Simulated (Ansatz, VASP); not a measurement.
Two plane-wave programs on Si

File INCAR:

```
SYSTEM = Si
ALGO = Normal ; EDIFF = 1E-6
ENCUT = 500 ; GGA = PS
GGA_COMPAT = .False. ; ISIF = 2
ISMEAR = 0 ; LASPH = .True.
LCHARG = .True. ; LELF = .True.
LREAL = .False. ; LVHAR = .True.
LWAVE = .False. ; NBANDS = 16
NELM = 120 ; PREC = Accurate
SIGMA = 0.01
```

KPOINTS

```
k-points
0
Gamma
  12 12 6
  0 0 0
```

POSCAR

```
Si
1.0
    3.8244672890      0.0000000000      0.0000000000
   -1.9122336445      3.3120858282      0.0000000000
    0.0000000000      0.0000000000      6.3251269679
Si
4
Direct
    0.3333333333      0.6666666667      0.0000235299
    0.6666666667      0.3333333333      0.5000235299
    0.3333333333      0.6666666667      0.3739764701
    0.6666666667      0.3333333333      0.8739764701
```

Input for Ansatz:

```yaml
crystal:
  lattice:
    - [3.824467289, 0.0, 0.0]
    - [-1.9122336445, 3.3120858282, 0.0]
    - [0.0, 0.0, 6.3251269679]
  atoms:
    - { symbol: Si, position: [0.3333333333, 0.6666666667, 2.35299e-05] }
    - { symbol: Si, position: [0.6666666667, 0.3333333333, 0.5000235299] }
    - { symbol: Si, position: [0.3333333333, 0.6666666667, 0.3739764701] }
    - { symbol: Si, position: [0.6666666667, 0.3333333333, 0.8739764701] }
basis:
  ecutwfc: 600.0
kpoints:
  mp_grid: { grid: [12, 12, 6] }
hamiltonian:
  xc: pbesol
  pseudopotentials: { kind: paw, azcp: { folder: soft_1 } }
scf:
  occupations: { method: gaussian, width: 0.01 }
output:
  forces: true
  stress: true
  eigenvalues: true
```

Alike in both runs: task single point; functional PBEsol; k mesh 12 × 12 × 6; occupations gaussian, width 0.01 eV; no spin polarisation.

|  | VASP | Ansatz |
| --- | --- | --- |
| version | VASP 6.6.1 | Ansatz 0.2.0 |
| potentials or method | VASP PAW PBE potentials, release 64 (Si), cutoff 500 eV | scalar-relativistic, plane waves, PAW |
| valence electrons in the cell | 16 | 16 |

|  | VASP | Ansatz | Ansatz less VASP |
| --- | --- | --- | --- |
| gap on the k mesh at the Fermi level (eV) | 0.29 | 0.30 | +0.007 |
| least direct gap on the mesh (eV) | 0.97 | 0.97 | 0.000 |
| pressure (GPa) | 0.1 | 0.0 | -0.13 |

VASP's potentials were made for PBE, not for PBEsol, and Ansatz warns of the same on its side.
